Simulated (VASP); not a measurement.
# CuI (I-4m2) in VASP: a series of runs

Runs on CuI. Level: r2SCAN. Tasks: single point.

Everything below comes from runs of VASP 6.6.1. Logs are shortened: lines on timing, memory, paths and dates and some standing lists are left out, and cuts for length are marked.

## (1) The cell of the first run

The structure is tetragonal, space group I-4m2 (No. 119). The conventional cell has a = 4.408 Å, b = 4.408 Å, c = 5.735 Å, α = 90.00°, β = 90.00°, γ = 90.00°. Cu (site symmetry -4m2) has 4 I at 2.63 Å within 3.5 Å. I (site symmetry -4m2) has 4 Cu at 2.63 Å within 3.5 Å.

## (2) Single point, r2SCAN

POSCAR

```
CuI
1.0
    0.0000000000      3.1169389554      2.8675838389
    3.1169389554      0.0000000000      2.8675838389
    3.1169389554      3.1169389554      0.0000000000
Cu I
1 1
Direct
    0.7500000000      0.7500000000      0.7500000000
    0.0000000000      0.0000000000      0.0000000000
```

INCAR.step1

```
PREC = Accurate ; ENCUT = 520
ISMEAR = 0 ; SIGMA = 0.05
LREAL = False ; LASPH = True
NELM = 80 ; NBANDS = 16
GGA = PE ; ALGO = Normal
EDIFF = 1E-4 ; LWAVE = True
LCHARG = False
```

INCAR.step2

```
PREC = Accurate ; ENCUT = 520
EDIFF = 1E-6 ; ISMEAR = 0
SIGMA = 0.05 ; LREAL = False
LASPH = True ; NELM = 80
ALGO = Normal ; ISIF = 2
LWAVE = False ; LCHARG = False
METAGGA = R2SCAN ; LMIXTAU = True
NBANDS = 16 ; ISTART = 1
```

KPOINTS

```
regular mesh
0
Gamma
  8 8 8
```

Potentials or basis: VASP PAW PBE potentials, release 64 (Cu, I).

Command:

```bash
> cat potpaw_PBE.64/Cu/POTCAR potpaw_PBE.64/I/POTCAR > POTCAR
> cp INCAR.step1 INCAR
> mpirun -np 1 vasp_std > vasp.out
> cp INCAR.step2 INCAR
> mpirun -np 1 vasp_std > vasp.out
```

OUTCAR:

```text
PREC = Accurate
   ENCUT = 520
   EDIFF = 1E-6
   ISMEAR = 0
   LREAL = False
   LASPH = True
   NELM = 80
   ISIF = 2
   METAGGA = R2SCAN
   ISTART = 1

 ion  position               nearest neighbor table
   1  0.750  0.750  0.750-   2 2.63   2 2.63   2 2.63   2 2.63
   2  0.000  0.000  0.000-   1 2.63   1 2.63   1 2.63   1 2.63

  LATTYP: Found a body centered tetragonal cell.
 ALAT       =     4.4080173438
 C/A-ratio  =     1.3010764774

  Lattice vectors:

 A1 = (   0.0000000000,  -3.1169389554,  -2.8675838389)
 A2 = (   0.0000000000,   3.1169389554,  -2.8675838389)
 A3 = (   3.1169389554,   0.0000000000,   2.8675838389)

Analysis of symmetry for initial positions (statically):
=====================================================================
 Subroutine PRICEL returns:
 Original cell was already a primitive cell.

 Routine SETGRP: Setting up the symmetry group for a
 body centered tetragonal supercell.

 Subroutine GETGRP returns: Found  8 space group operations
 (whereof  8 operations were pure point group operations)
 out of a pool of 16 trial point group operations.

The static configuration has the point symmetry D_2d.

Analysis of symmetry for dynamics (positions and initial velocities):
=====================================================================
 Subroutine PRICEL returns:
 Original cell was already a primitive cell.

 Routine SETGRP: Setting up the symmetry group for a
 body centered tetragonal supercell.

 Subroutine GETGRP returns: Found  8 space group operations
 (whereof  8 operations were pure point group operations)
 out of a pool of 16 trial point group operations.

The dynamic configuration has the point symmetry D_2d.

 Subroutine INISYM returns: Found  8 space group operations
 (whereof  8 operations are pure point group operations),
 and found     1 'primitive' translations

----------------------------------------------------------------------------------------

                                     Primitive cell

  volume of cell :      55.7189

  direct lattice vectors                    reciprocal lattice vectors
     0.000000000  3.116938955  2.867583839    -0.160413793  0.160413793  0.174362818
     3.116938955  0.000000000  2.867583839     0.160413793 -0.160413793  0.174362818
     3.116938955  3.116938955  0.000000000     0.160413793  0.160413793 -0.174362818

  length of vectors
     4.235368405  4.235368405  4.408017344     0.286125082  0.286125082  0.286125082

  position of ions in fractional coordinates (direct lattice)
[... 74 lines left out ...]
   LNONCOLLINEAR =      F non collinear calculations
   LSORBIT =      F    spin-orbit coupling
   LASPH  =      T    aspherical Exc in radial PAW
   ENCUT  =  520.0 eV  38.22 Ry    6.18 a.u.   7.87  7.87  8.20*2*pi/ulx,y,z
   NELM   =     80;   NELMIN=  2; NELMDL=  0     # of ELM steps
   EDIFF  = 0.1E-05   stopping-criterion for ELM
   LREAL  =      F    real-space projection
   EDIFFG = 0.1E-04   stopping-criterion for IOM
   NSW    =      0    number of steps for IOM
   IBRION =     -1    ionic relax: 0-MD 1-quasi-New 2-CG
   NFREE  =      0    steps in history (QN), initial steepest desc. (CG)
   ISIF   =      2    stress and relaxation
   ISYM   =      2    0-nonsym 1-usesym 2-fastsym
   POTIM  = 0.5000    time-step for ionic-motion
   TEBEG  =    0.0;   TEEND  =   0.0 temperature during run
   PSTRESS=    0.0 pullay stress
   NELECT =      18.0000    total number of electrons
   NUPDOWN=      -1.0000    fix difference up-down
   EMIN   =  10.00;   EMAX   =-10.00  energy-range for DOS
   EFERMI =   0.00;   METHOD = LEGACY
   ISMEAR =     0;   SIGMA  =   0.05  broadening in eV -4-tet -1-fermi 0-gaus
   EFERMI_NEDOS =   21; number of points for ismear=-14 and -15
   IALGO  =     38    algorithm
   IMIX   =      4    mixing-type and parameters
     AMIX     =   0.40;   BMIX     =  1.00
     AMIX_MAG =   1.60;   BMIX_MAG =  1.00
  volume/ion in A,a.u.               =      27.86       188.00
  Fermi-wavevector in a.u.,A,eV,Ry     =   1.123306  2.122741 17.168055  1.261816
  Thomas-Fermi vector in A             =   2.259971
   LORBIT       =      0    0 simple, 1 ext, 2 COOP (PROOUT), +10 PAW based schemes
   METAGGA = R2SCAN    functional components
   LHFCALC =     F    Hartree Fock is set to
   AEXX    =    0.0000 exact exchange contribution
   IVDW    =     0    specifies the selected vdW correction
   LEPSILON=     F    determine dielectric tensor
   LRPA    =     F    only Hartree local field effects (RPA)
 non-spin polarized calculation
 Gauss-broadening in eV      SIGMA  =   0.05
  energy-cutoff  :      520.00
  volume of cell :       55.72
 maximum number of plane-waves:      1523
   NGX = 15   NGY = 15   NGZ = 17

 number of electron      18.0000006 magnetization

 Free energy of the ion-electron system (eV)
  ---------------------------------------------------
  ext. energy  EPLUGINS =         0.00000000
  ---------------------------------------------------
  free energy    TOTEN  =       -35.77919033 eV

  energy without entropy =      -35.77919033  energy(sigma->0) =      -35.77919033

 E-fermi :   4.5832     XC(G=0):  -9.4527

 val. band max:        4.3090878777   @ k =   0.0000   0.0000   0.0000
 cond. band min:       5.8543089858   @ k =   0.0000   0.0000   0.0000
 fundamental gap:      1.5452211081
 Fermi energy:         4.5831952705

 k-point     1 :       0.0000    0.0000    0.0000
  band No.  band energies     occupation
      1     -10.2560      2.00000
      2       0.4534      2.00000
      3       0.4535      2.00000
      4       0.5406      2.00000
      5       2.3988      2.00000
      6       2.4598      2.00000
[... 433 lines left out ...]
      3       0.3016      2.00000
      4       0.5468      2.00000
      5       2.3820      2.00000
      6       2.4665      2.00000
[... 8 lines left out ...]
     15      14.3581      0.00000
     16      15.1166      0.00000

 [... further k-points ...]
[... 5 lines left out ...]
  --------------------------------------------------------------------------------------
  -------------------------------------------------------------------------------------
  Total       -0.4827401     -0.4827401     -0.0148873      0.0000000      0.0000000      0.0000000
  in kB      -13.8810150    -13.8810150     -0.4280791      0.0000000      0.0000000      0.0000000
  external PRESSURE =      -9.3967030 kB  Pullay stress =       0.0000000 kB

 VOLUME and BASIS-vectors are now :
 -----------------------------------------------------------------------------
  energy-cutoff  :      520.00
  volume of cell :       55.72
      direct lattice vectors                 reciprocal lattice vectors
     0.000000000  3.116938955  2.867583839    -0.160413793  0.160413793  0.174362818
     3.116938955  0.000000000  2.867583839     0.160413793 -0.160413793  0.174362818
     3.116938955  3.116938955  0.000000000     0.160413793  0.160413793 -0.174362818

 POSITION                                       TOTAL-FORCE (eV/Angst)
 -----------------------------------------------------------------------------------
      4.67541      4.67541      4.30138        -0.000000     -0.000000      0.000000
      0.00000      0.00000      0.00000         0.000000      0.000000     -0.000000
 -----------------------------------------------------------------------------------
    total drift:                                0.000079      0.000079      0.000683

  FREE ENERGIE OF THE ION-ELECTRON SYSTEM (eV)
  ---------------------------------------------------
  free  energy   TOTEN  =       -35.7791903306 eV

  energy  without entropy=      -35.7791903306  energy(sigma->0) =      -35.77919033
```

OUTCAR.step1:

```text
PREC = Accurate
   ENCUT = 520
   ISMEAR = 0
   LREAL = False
   LASPH = True
[... 678 lines left out ...]
      4.67541      4.67541      4.30138        -0.000000     -0.000000     -0.000000
      0.00000      0.00000      0.00000         0.000000      0.000000      0.000000
 -----------------------------------------------------------------------------------
    total drift:                                0.000002      0.000002      0.000004

  FREE ENERGIE OF THE ION-ELECTRON SYSTEM (eV)
  ---------------------------------------------------
  free  energy   TOTEN  =        -5.5490185065 eV

  energy  without entropy=       -5.5490185065  energy(sigma->0) =       -5.54901851
```

OSZICAR.step1:

```text
N       E                     dE             d eps       ncg     rms          rms(c)
DAV:   1     0.923421373446E+02    0.92342E+02   -0.75424E+03  1888   0.120E+03
DAV:   2     0.118540576850E+00   -0.92224E+02   -0.83845E+02  1992   0.225E+02
DAV:   3    -0.560582779557E+01   -0.57244E+01   -0.56422E+01  2576   0.594E+01
DAV:   4    -0.575710137351E+01   -0.15127E+00   -0.15121E+00  2280   0.931E+00
DAV:   5    -0.576500705125E+01   -0.79057E-02   -0.79055E-02  2976   0.234E+00    0.527E+00
DAV:   6    -0.569053699148E+01    0.74470E-01   -0.26438E+00  2016   0.434E+01    0.339E+00
DAV:   7    -0.554982428869E+01    0.14071E+00   -0.63645E-01  2040   0.260E+01    0.167E+00
DAV:   8    -0.555091127942E+01   -0.10870E-02   -0.31955E-02  2976   0.243E+00    0.445E-01
DAV:   9    -0.554884665224E+01    0.20646E-02   -0.81110E-03  2368   0.262E+00    0.128E-01
DAV:  10    -0.554901620591E+01   -0.16955E-03   -0.51727E-04  2368   0.163E-01    0.389E-02
DAV:  11    -0.554901850652E+01   -0.23006E-05   -0.12076E-04  1808   0.321E-01
   1 F= -.55490185E+01 E0= -.55490185E+01  d E =-.704349E-17
```

It took 1.8 min on 1 thread of Intel Xeon Platinum 8559C (Emerald Rapids), shared host; peak memory 0.23 GiB.

Results:

```yaml
Free_energy: -35.7792 eV
Pressure: -0.9 GPa
Band_gap_on_the_k_mesh: 1.55 eV, direct
```

Levels at points of the mesh, in eV from the valence-band top:
| k point | band 7 | band 8 | band 9 | band 10 | band 11 | band 12 |
| --- | --- | --- | --- | --- | --- | --- |
| (0.00, 0.00, 0.00) | -0.11 | -0.11 | 0.00 | 1.55 | 5.20 | 5.20 |
| (0.50, 0.00, 0.00) | -1.81 | -0.83 | -0.70 | 2.43 | 5.41 | 6.10 |
| (0.50, 0.50, 0.00) | -1.75 | -1.55 | -1.55 | 2.68 | 2.71 | 10.17 |
| (0.50, 0.00, 0.50) | -1.75 | -1.61 | -1.45 | 3.02 | 3.37 | 9.42 |

Caveat: the PAW data sets were made with another functional, which shifts forces and pressure a little; spin-orbit coupling is left out, which moves the levels of the heavy elements.

## (3) Single point, r2SCAN

This run uses another cell than the first one, of the same volume but with other edges.

POSCAR

```
CuI
1.0
    0.0000000000      2.9367028916      3.2303731808
    2.9367028916      0.0000000000      3.2303731808
    2.9367028916      2.9367028916      0.0000000000
Cu I
1 1
Direct
    0.7500000000      0.7500000000      0.7500000000
    0.0000000000      0.0000000000      0.0000000000
```

INCAR.step1

```
SYSTEM = CuI
PREC     = Accurate       ! precision mode
ENCUT    = 520            ! plane-wave cutoff, eV
ISMEAR   = 0              ! smearing method
SIGMA    = 0.05           ! smearing width, eV
LREAL    = .FALSE.        ! projectors in reciprocal space
LASPH    = .TRUE.         ! aspherical terms in the spheres
NELM     = 100            ! most SCF steps
NBANDS   = 16             ! bands
GGA      = PE             ! functional
ALGO     = Normal         ! electronic algorithm
EDIFF    = 1E-4           ! SCF threshold, eV
LWAVE    = .TRUE.         ! write WAVECAR
LCHARG   = .FALSE.        ! write CHGCAR
```

INCAR.step2

```
SYSTEM = CuI
PREC     = Accurate       ! precision mode
ENCUT    = 520            ! plane-wave cutoff, eV
EDIFF    = 1E-6           ! SCF threshold, eV
ISMEAR   = 0              ! smearing method
SIGMA    = 0.05           ! smearing width, eV
LREAL    = .FALSE.        ! projectors in reciprocal space
LASPH    = .TRUE.         ! aspherical terms in the spheres
NELM     = 100            ! most SCF steps
ALGO     = Normal         ! electronic algorithm
ISIF     = 2              ! what is computed and relaxed
LWAVE    = .FALSE.        ! write WAVECAR
LCHARG   = .FALSE.        ! write CHGCAR
METAGGA  = R2SCAN         ! meta-GGA
LMIXTAU  = .TRUE.       
NBANDS   = 16             ! bands
ISTART   = 1
```

KPOINTS

```
Automatic mesh
0
G
  8 8 8
  0 0 0
```

Potentials or basis: VASP PAW PBE potentials, release 64 (Cu, I).

Command:

```bash
> cat potpaw_PBE.64/Cu/POTCAR potpaw_PBE.64/I/POTCAR > POTCAR
> cp INCAR.step1 INCAR
> mpirun -np 1 vasp_std > vasp.out
> cp INCAR.step2 INCAR
> mpirun -np 1 vasp_std > vasp.out
```

It took 87 s on 1 thread of Intel Xeon Platinum 8559C (Emerald Rapids), shared host; peak memory 0.22 GiB.

Results (log left out):

* Free energy: -35.7713 eV
* Pressure: -0.9 GPa
* Band gap on the k mesh: 1.55 eV, direct

Stress tensor (GPa, compression positive):
```
-0.27  0.00  0.00
 0.00 -0.27  0.00
 0.00  0.00 -2.30
```

Levels at points of the mesh, in eV from the valence-band top:
```
           k point  band 7  band 8  band 9  band 10  band 11  band 12
(0.00, 0.00, 0.00)   -0.20    0.00    0.00     1.55     5.18     5.31
(0.50, 0.00, 0.00)   -1.78   -0.83   -0.67     2.41     5.51     6.09
(0.50, 0.50, 0.00)   -1.77   -1.52   -1.52     3.22     3.63     9.15
(0.50, 0.00, 0.50)   -1.69   -1.60   -1.44     2.78     2.93     9.72
```

Caveat: the PAW data sets were made with another functional, which shifts forces and pressure a little; spin-orbit coupling is left out, which moves the levels of the heavy elements.

(Continued in part 2 of 2.)
